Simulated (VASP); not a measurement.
# MnO2 (R-3m) in VASP: single point with PBEsol

Aim: the single point of MnO2 with PBEsol.

Program: VASP 6.6.1. These are calculated values, not measurements. Logs are shortened: lines on timing, memory, paths and dates and some standing lists are left out, and cuts for length are marked.

### 1 The cell of the first run

It takes space group R-3m (No. 166, trigonal). Conventional cell: a = 2.857 Å, b = 2.857 Å, c = 13.752 Å, α = 90.00°, β = 90.00°, γ = 120.00°. Mn (site symmetry -3m) has 6 O at 1.90 Å within 2.5 Å. O (site symmetry 3m) has 3 Mn at 1.90 Å and 3 O at 2.51 Å within 2.6 Å.

### 2 Single point, PBEsol, collinear spin, ferromagnetic start

The input, INCAR:

```
PREC = Accurate
ENCUT = 700
EDIFF = 1E-6
ISMEAR = 0
SIGMA = 0.1
LREAL = False
LASPH = True
NELM = 200
ALGO = Normal
ISIF = 2
LWAVE = False
LCHARG = False
ISPIN = 2
MAGMOM = 4 0 0
LORBIT = 11
LMAXMIX = 4
GGA = PS
NBANDS = 24
GGA_COMPAT = False
```

The input, KPOINTS:

```
regular mesh
0
Gamma
  6 6 6
```

The input, POSCAR:

```
MnO2
1.0
    1.4284348394      0.8247072390      4.5839315268
   -1.4284348394      0.8247072390      4.5839315268
    0.0000000000     -1.6494144781      4.5839315268
Mn O
1 2
Direct
    0.0000000000      0.0000000000      0.0000000000
    0.2643644900      0.2643644900      0.2643644900
    0.7356355100      0.7356355100      0.7356355100
```

Potentials or basis: VASP PAW PBE potentials, release 64 (Mn_sv, O).

Command:

```console
$ cat potpaw_PBE.64/Mn_sv/POTCAR potpaw_PBE.64/O/POTCAR > POTCAR
$ mpirun -np 1 vasp_std > vasp.out
```

OUTCAR:

```text
PREC = Accurate
   ENCUT = 700
   EDIFF = 1E-6
   ISMEAR = 0
   LREAL = False
   LASPH = True
   NELM = 200
   ISIF = 2
   ISPIN = 2
   LORBIT = 11
   GGA = PS

 ion  position               nearest neighbor table
   1  0.000  0.000  0.000-   3 1.90   2 1.90   3 1.90   3 1.90   2 1.90   2 1.90
   2  0.264  0.264  0.264-   1 1.90   1 1.90   1 1.90
   3  0.736  0.736  0.736-   1 1.90   1 1.90   1 1.90

  LATTYP: Found a trigonal (rhomboedric) cell.
 ALAT       =     4.8716523237
 COS(alpha) =     0.8280515398

  Lattice vectors:

 A1 = (   1.4284348394,   0.8247072390,   4.5839315268)
 A2 = (  -1.4284348394,   0.8247072390,   4.5839315268)
 A3 = (   0.0000000000,  -1.6494144781,   4.5839315268)

Analysis of symmetry for initial positions (statically):
=====================================================================
 Subroutine PRICEL returns:
 Original cell was already a primitive cell.

 Routine SETGRP: Setting up the symmetry group for a
 trigonal (rhombohedral) supercell.

 Subroutine GETGRP returns: Found 12 space group operations
 (whereof 12 operations were pure point group operations)
 out of a pool of 12 trial point group operations.

The static configuration has the point symmetry D_3d.

Analysis of symmetry for dynamics (positions and initial velocities):
=====================================================================
 Subroutine PRICEL returns:
 Original cell was already a primitive cell.

 Routine SETGRP: Setting up the symmetry group for a
 trigonal (rhombohedral) supercell.

 Subroutine GETGRP returns: Found 12 space group operations
 (whereof 12 operations were pure point group operations)
 out of a pool of 12 trial point group operations.

The dynamic configuration has the point symmetry D_3d.

Analysis of structural, dynamic, and magnetic symmetry:
=====================================================================
 Subroutine PRICEL returns:
 Original cell was already a primitive cell.

 Routine SETGRP: Setting up the symmetry group for a
 trigonal (rhombohedral) supercell.

 Subroutine GETGRP returns: Found 12 space group operations
 (whereof 12 operations were pure point group operations)
 out of a pool of 12 trial point group operations.

The overall configuration has the point symmetry D_3d.

 Subroutine INISYM returns: Found 12 space group operations
 (whereof 12 operations are pure point group operations),
 and found     1 'primitive' translations

----------------------------------------------------------------------------------------
[... 120 lines left out ...]
   GGA     = PS    functional components
   LHFCALC =     F    Hartree Fock is set to
   AEXX    =    0.0000 exact exchange contribution
   IVDW    =     0    specifies the selected vdW correction
   LEPSILON=     F    determine dielectric tensor
   LRPA    =     F    only Hartree local field effects (RPA)
 spin polarized calculation
 Gauss-broadening in eV      SIGMA  =   0.10
  energy-cutoff  :      700.00
  volume of cell :       32.40
 maximum number of plane-waves:      1376
   NGX = 21   NGY = 21   NGZ = 21

 number of electron      27.0000001 magnetization       3.0004390

 Free energy of the ion-electron system (eV)
  ---------------------------------------------------
  ext. energy  EPLUGINS =         0.00000000
  ---------------------------------------------------
  free energy    TOTEN  =       -25.26262741 eV

  energy without entropy =      -25.26262741  energy(sigma->0) =      -25.26262741

 E-fermi :   4.7550     XC(G=0): -11.1199

 val. band max:        4.3710706890   @ k =   0.5000   0.3333   0.3333
 cond. band min:       5.1444988356   @ k =   0.0000   0.0000   0.0000
 fundamental gap:      0.7734281467
 Fermi energy:         4.7549953578

 spin component 1

 k-point     1 :       0.0000    0.0000    0.0000
  band No.  band energies     occupation
      1     -76.9590      1.00000
      2     -45.7262      1.00000
      3     -45.7262      1.00000
      4     -45.7244      1.00000
      5     -15.2673      1.00000
      6     -12.8825      1.00000
[... 637 lines left out ...]
     23      22.7722      0.00000
     24      25.4410      0.00000

 [... further k-points ...]

 spin component 2

 k-point     1 :       0.0000    0.0000    0.0000
  band No.  band energies     occupation
      1     -73.7915      1.00000
      2     -42.6822      1.00000
      3     -42.6822      1.00000
      4     -42.5172      1.00000
      5     -15.0921      1.00000
      6     -12.7607      1.00000
[... 637 lines left out ...]
     23      23.3381      0.00000
     24      26.0824      0.00000

 [... further k-points ...]

------------------------ aborting loop because EDIFF is reached ----------------------------------------

  FORCE on cell =-STRESS in cart. coord.  units (eV):
  Direction    XX          YY          ZZ          XY          YZ          ZX
  --------------------------------------------------------------------------------------
  -------------------------------------------------------------------------------------
  Total       -0.5724253     -0.5724253     -0.1935026      0.0000000      0.0000000      0.0000000
  in kB      -28.3060837    -28.3060837     -9.5685881      0.0000000      0.0000000      0.0000000
  external PRESSURE =     -22.0602518 kB  Pullay stress =       0.0000000 kB

 VOLUME and BASIS-vectors are now :
 -----------------------------------------------------------------------------
  energy-cutoff  :      700.00
  volume of cell :       32.40
      direct lattice vectors                 reciprocal lattice vectors
     1.428434839  0.824707239  4.583931527     0.350033468  0.202091917  0.072717782
    -1.428434839  0.824707239  4.583931527    -0.350033468  0.202091917  0.072717782
     0.000000000 -1.649414478  4.583931527     0.000000000 -0.404183833  0.072717782

 POSITION                                       TOTAL-FORCE (eV/Angst)
 -----------------------------------------------------------------------------------
      0.00000      0.00000      0.00000        -0.000000     -0.000000     -0.000000
      0.00000     -0.00000      3.63549         0.000000     -0.000000      0.177717
      0.00000     -0.00000     10.11631         0.000000      0.000000     -0.177717
 -----------------------------------------------------------------------------------
    total drift:                               -0.000000     -0.000000      0.000000

  FREE ENERGIE OF THE ION-ELECTRON SYSTEM (eV)
  ---------------------------------------------------
  free  energy   TOTEN  =       -25.2626274111 eV

  energy  without entropy=      -25.2626274103  energy(sigma->0) =      -25.26262741

 total charge

# of ion       s       p       d       tot
------------------------------------------
    1        2.208   6.113   4.462  12.783
    2        1.573   3.405   0.000   4.978
    3        1.573   3.405   0.000   4.978
--------------------------------------------------
tot          5.354  12.923   4.462  22.739

 magnetization (x)

# of ion       s       p       d       tot
------------------------------------------
    1        0.024   0.018   2.684   2.726
    2        0.004   0.036   0.000   0.040
    3        0.004   0.036   0.000   0.040
--------------------------------------------------
tot          0.031   0.090   2.684   2.805
```

OSZICAR:

```text
N       E                     dE             d eps       ncg     rms          rms(c)
DAV:   1     0.384966494771E+03    0.38497E+03   -0.16939E+04  3272   0.166E+03
DAV:   2    -0.496979750081E+01   -0.38994E+03   -0.36690E+03  3144   0.503E+02
DAV:   3    -0.303957971710E+02   -0.25426E+02   -0.24904E+02  4072   0.146E+02
DAV:   4    -0.322726737632E+02   -0.18769E+01   -0.18615E+01  4912   0.348E+01
DAV:   5    -0.322904589908E+02   -0.17785E-01   -0.17776E-01  3864   0.316E+00    0.294E+01
DAV:   6    -0.317027078896E+02    0.58775E+00   -0.75402E+01  4184   0.114E+02    0.560E+01
DAV:   7    -0.255336603707E+02    0.61690E+01   -0.86835E+01  4144   0.102E+02    0.112E+01
DAV:   8    -0.252338144106E+02    0.29985E+00   -0.24790E+00  4048   0.218E+01    0.643E+00
DAV:   9    -0.252967874143E+02   -0.62973E-01   -0.43787E-01  4976   0.835E+00    0.440E+00
DAV:  10    -0.252784570814E+02    0.18330E-01   -0.47715E-02  4688   0.310E+00    0.252E+00
DAV:  11    -0.252638101609E+02    0.14647E-01   -0.35721E-02  4344   0.317E+00    0.106E+00
DAV:  12    -0.252633196565E+02    0.49050E-03   -0.40328E-03  4824   0.843E-01    0.439E-01
DAV:  13    -0.252627500568E+02    0.56960E-03   -0.14446E-03  4568   0.586E-01    0.189E-01
DAV:  14    -0.252626447347E+02    0.10532E-03   -0.34609E-04  5024   0.214E-01    0.848E-02
DAV:  15    -0.252626267832E+02    0.17952E-04   -0.85651E-05  5048   0.110E-01    0.231E-02
DAV:  16    -0.252626274111E+02   -0.62789E-06   -0.59535E-06  4272   0.222E-02
   1 F= -.25262627E+02 E0= -.25262627E+02  d E =-.755050E-09  mag=     3.0002
```

stdout:

```text
POSCAR found type information on POSCAR MnO
 POSCAR found :  2 types and       3 ions
 scaLAPACK will be used
 -----------------------------------------------------------------------------
|                                                                             |
|                                                                             |
|     You enforced a specific xc type in the INCAR file but a different       |
|     I HOPE YOU KNOW WHAT YOU ARE DOING!                                     |
|                                                                             |
 -----------------------------------------------------------------------------

 LDA part: xc-table for (Slater+PW92), standard interpolation
 POSCAR, INCAR and KPOINTS ok, starting setup
 FFT: planning ... GRIDC
 FFT: planning ... GRID_SOFT
 FFT: planning ... GRID
 WAVECAR not read
 entering main loop
```

Run time: 3.8 min. Hardware: 1 thread of Intel Xeon 6975P-C (Granite Rapids), shared host; peak memory 0.32 GiB.

Results:

```
Free energy                                           : -25.2626 eV
Pressure                                              : -2.2 GPa
Largest force                                         : 0.178 eV/Å
Band gap on the k mesh                                : 0.77 eV (least direct gap 0.82 eV)
Net moment                                            : 3.00 μB per cell
Site moments                                          : Mn +2.73; O +0.04 μB
Valence electrons inside the program's atomic spheres : Mn 12.78; O 4.98
```

Forces in eV/Å, atoms in the order of the input:
```
Mn   0.000  0.000  0.000
O    0.000  0.000  0.178
O    0.000  0.000 -0.178
```

Stress tensor (GPa, compression positive):
```
-2.83  0.00  0.00
 0.00 -2.83  0.00
 0.00  0.00 -0.96
```

Levels at points of the mesh, in eV from the valence-band top:
Spin up:
```
           k point  band 13  band 14  band 15  band 16  band 17  band 18
(0.00, 0.00, 0.00)    -1.45    -1.19    -0.29     2.88     2.88     7.02
(0.50, 0.00, 0.00)    -1.79    -1.72    -0.93     2.03     2.69    11.87
(0.50, 0.50, 0.00)    -1.79    -1.79    -1.06     2.26     2.78    10.91
(0.50, 0.50, 0.50)    -1.50    -1.50    -0.04     2.91     2.91     9.14
```
Spin down:
```csv
k point,band 9,band 10,band 11,band 12,band 13,band 14,band 15,band 16
"(0.00, 0.00, 0.00)",-5.11,-1.37,-1.37,-1.01,0.77,0.77,2.46,4.25
"(0.50, 0.00, 0.00)",-4.33,-3.43,-2.78,-2.11,1.19,1.55,1.86,3.65
"(0.50, 0.50, 0.00)",-4.26,-2.88,-2.83,-1.82,0.99,1.55,1.86,3.78
"(0.50, 0.50, 0.50)",-4.61,-2.40,-1.42,-1.42,0.78,0.78,2.50,4.28
```

Caveat: the k points lie up to 0.43 Å⁻¹ apart; the PAW data sets were made with another functional, which shifts forces and pressure a little; a cell with one magnetic atom can't hold antiferromagnetic order, which such compounds often take. A k mesh can miss the band edges.
